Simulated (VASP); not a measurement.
Set up this calculation in VASP 6.6.1, as the native input.

| Property | Result |
| --- | --- |
| Task | single point |
| Functional | PBE |
| Potentials or basis | VASP PAW PBE potentials, release 64 (B, As) |
| Cutoff | 520 eV |
| k mesh | 10 × 10 × 10 |
| Occupations | fermi-dirac, width 0.02 eV |
| Spin | no spin polarisation |
| Dipole correction | no |
| Further INCAR settings | ALGO = Normal; EDIFF = 1e-07; NBANDS = 11 |

The structure of BAs lies in POSCAR:

```
BAs
1.0
    0.0000000000      2.3918676041      2.3918676041
    2.3918676041      0.0000000000      2.3918676041
    2.3918676041      2.3918676041      0.0000000000
B As
1 1
Direct
    0.0000000000      0.0000000000      0.0000000000
    0.2500000000      0.2500000000      0.2500000000
```

These files were run (other wordings do the same):

INCAR

```
SYSTEM = BAs
  PREC = Accurate
  ENCUT = 520
  EDIFF = 1E-7
  ISMEAR = -1
  SIGMA = 0.02
  LREAL = .False.
  LASPH = .True.
  NELM = 60
  ALGO = Normal
  ISIF = 2
  LWAVE = .False.
  LCHARG = .True.
  GGA = PE
  LELF = .True.
  LVHAR = .True.
  NBANDS = 11
```

KPOINTS

```
regular mesh
0
Gamma
  10 10 10
  0 0 0
```

Potentials or basis: VASP PAW PBE potentials, release 64 (B, As).

Command:

```bash
$ cat potpaw_PBE.64/B/POTCAR potpaw_PBE.64/As/POTCAR > POTCAR
$ mpirun -np 1 vasp_std > vasp.out
```

It gave:

- Pressure: 2.8 GPa
- Band gap on the k mesh: 1.18 eV, indirect (least direct gap 3.27 eV)

Wall time 24 s on 1 thread of Intel Xeon 8259CL, with other jobs on the host, peak memory 0.16 GiB.
